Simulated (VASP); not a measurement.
BN, 2 atoms in the cell. It takes space group F-43m (No. 216, cubic). Conventional cell: a = 3.492 Å, b = 3.492 Å, c = 3.492 Å, α = 90.00°, β = 90.00°, γ = 90.00°. Within 2.0 Å of B (site symmetry -43m) lie 4 N at 1.51 Å. Within 2.0 Å of N (site symmetry -43m) lie 4 B at 1.51 Å. 

```yaml
Program: VASP 6.6.1
Task: single point
Functional: LDA
Potentials_or_basis: VASP PAW LDA potentials, release 64 (B, N)
Cutoff: 600 eV
k_mesh: 12 × 12 × 12
Occupations: gaussian, width 0.01 eV
Spin: no spin polarisation
Dipole_correction: no
Further_INCAR_settings: ALGO = Normal; EDIFF = 1e-06; NBANDS = 11
```

Potentials or basis: VASP PAW LDA potentials, release 64 (B, N).

Run with:

```console
$ cat potpaw_LDA.64/B/POTCAR potpaw_LDA.64/N/POTCAR > POTCAR
$ mpirun -np 1 vasp_std > vasp.out
```

Hardware: 1 thread of Intel(R) Xeon(R) Platinum 8259CL CPU @ 2.50GHz (Skylake/Cascade Lake) (shared host).

Estimate the wall time of this run.

It took 6.4 s on 1 thread of Intel(R) Xeon(R) Platinum 8259CL CPU @ 2.50GHz (Skylake/Cascade Lake), on a shared host, peak memory 0.12 GiB. Counts: scf iterations 11, k points 72.
